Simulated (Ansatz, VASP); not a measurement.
**Be3CdSe4 in VASP and in Ansatz**

```
Be Cd Se
1.0
     5.46865    0.00000    0.00000
     0.00000    5.46865    0.00000
     0.00000    0.00000    5.46865
Be Cd Se
3 1 4
Direct
  0.00000 0.00000 0.50000
  0.00000 0.50000 0.00000
  0.50000 0.00000 0.00000
  0.00000 0.00000 0.00000
  0.26698 0.26698 0.26698
  0.26698 0.73302 0.73302
  0.73302 0.26698 0.73302
  0.73302 0.73302 0.26698
```

Change from the starting cell: species swapped into the Li3SbS4 type (P-43m, No. 215).

Alike in both runs: functional PBE; k mesh 2 × 2 × 2; occupations gaussian, width 0.15 eV; no spin polarisation.

Ansatz relaxed the structure, and its values are those at the end. VASP's run is a single point on that final structure, the one shown.

```csv
,VASP,Ansatz
version,VASP 6.6.1,Ansatz 0.2.0
potentials or method,"VASP PAW PBE potentials, release 64 (Be, Cd, Se), cutoff 600 eV","scalar-relativistic, plane waves, PAW"
valence electrons in the cell,42,90
```

|  | VASP | Ansatz | Ansatz less VASP |
| --- | --- | --- | --- |
| gap on the k mesh at the Fermi level (eV) | 2.49 | 2.48 | -0.007 |
| least direct gap on the mesh (eV) | 2.49 | 2.48 | -0.007 |
| pressure (GPa) | 0.2 | -0.1 | -0.27 |
| rms of the force components (eV/Å) | 0.068 | 0.041 | -0.0270 |

VASP's potentials hold 42 valence electrons a cell and Ansatz's 90, so a difference there can come from the potentials and not from the codes.

The k mesh is coarse, so the values compare programs but aren't converged.
